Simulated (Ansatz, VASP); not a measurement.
## Two plane-wave programs on Ir

INCAR

```
SYSTEM = Ir
  ALGO = Fast
  EDIFF = 1E-6
  EDIFFG = -0.01
  ENCUT = 600
  GGA = PS
  IBRION = 2
  ISIF = 3
  ISMEAR = 0
  LASPH = .True.
  LCHARG = .False.
  LREAL = .False.
  LWAVE = .False.
  NELM = 60
  NSW = 100
  PREC = Accurate
  SIGMA = 0.1
```

KPOINTS

```
k-points
0
Gamma
  18 18 18
  0 0 0
```

The input POSCAR:

```
Ir
1.0
   -2.4034226760      2.4034226760      1.3566414724
    2.4034226760     -2.4034226760      1.3566414724
    2.4034226760      2.4034226760     -1.3566414724
Ir
2
Direct
    0.0000000000      0.0000000000      0.0000000000
    0.7500000000      0.2500000000      0.5000000000
```

Input for Ansatz:

```yaml
crystal:
  lattice:
    - [-2.403422676, 2.403422676, 1.3566414724]
    - [2.403422676, -2.403422676, 1.3566414724]
    - [2.403422676, 2.403422676, -1.3566414724]
  atoms:
    - { symbol: Ir, position: [0.0, 0.0, 0.0] }
    - { symbol: Ir, position: [0.75, 0.25, 0.5] }
basis:
  ecutwfc: 420
kpoints:
  mp_grid: { grid: [18, 18, 18] }
hamiltonian:
  xc: pbesol
scf:
  occupations: { method: gaussian, width: 0.1 }
output:
  forces: true
  stress: true
  eigenvalues: true
relax:
  adjacent_minimum: "off"
  f_tol: 0.01
  max_steps: 80
  cell: { stress_tol: 0.05 }
```

Alike in both runs: task relaxation of cell and atoms; functional PBEsol; k mesh 18 × 18 × 18; occupations gaussian, width 0.1 eV; no spin polarisation.

|  | VASP | Ansatz |
| --- | --- | --- |
| version | VASP 6.6.1 | Ansatz 0.2.0 |
| potentials or method | VASP PAW PBE potentials, release 64 (Ir), cutoff 600 eV | scalar-relativistic, plane waves, PAW |
| valence electrons in the cell | 18 | 34 |

Ansatz gave:

| Quantity | Value |
| --- | --- |
| gap on the k mesh at the Fermi level, each at its own relaxed structure (eV) | none |
| relaxed volume (Å³/atom) | 15.67 |
| relaxed cell length with the largest relative difference (Å) | 3.658 |

Problem. Which values does VASP return?

Solution. gap on the k mesh at the Fermi level, each at its own relaxed structure (eV): none; relaxed volume (Å³/atom): 15.71; relaxed cell length with the largest relative difference (Å): 3.661.

VASP's potentials were made for PBE, not for PBEsol. A gap of «none» marks a metal or a gap that the smearing closes. VASP's potentials hold 18 valence electrons a cell and Ansatz's 34, so a difference there can come from the potentials and not from the codes.

Neither program's run includes spin-orbit coupling.
